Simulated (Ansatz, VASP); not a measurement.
One calculation of Te2Mo, two programs

```
CELL_PARAMETERS angstrom
3.78938 -3.85083 0.00000
3.78938 3.85083 0.00000
0.00000 0.00000 2.97594
ATOMIC_POSITIONS crystal
Te 0.00000 0.50000 0.00000
Te 0.50000 0.00000 0.00000
Mo 0.00000 0.00000 0.00000
```

Alike in both runs: functional PBE; k mesh 4 × 4 × 6; occupations gaussian, width 0.1 eV; no spin polarisation.

Ansatz relaxed the structure, and its values are those at the end. VASP's run is a single point on that final structure, the one shown.

|  | VASP | Ansatz |
| --- | --- | --- |
| version | VASP 6.6.1 | Ansatz 0.2.0 |
| potentials or method | VASP PAW PBE potentials, release 64 (Te, Mo_sv), cutoff 520 eV | scalar-relativistic, plane waves, PAW |
| valence electrons in the cell | 26 | 46 |

|  | VASP | Ansatz | Ansatz less VASP |
| --- | --- | --- | --- |
| gap on the k mesh at the Fermi level (eV) | none | none | - |
| pressure (GPa) | 0.0 | 0.0 | +0.03 |

A gap of «none» marks a metal or a gap that the smearing closes. With one functional, cell and mesh, what is left measures potentials, basis and numerics. VASP's potentials hold 26 valence electrons a cell and Ansatz's 46, so a difference there can come from the potentials and not from the codes.

Neither program's run includes spin-orbit coupling.
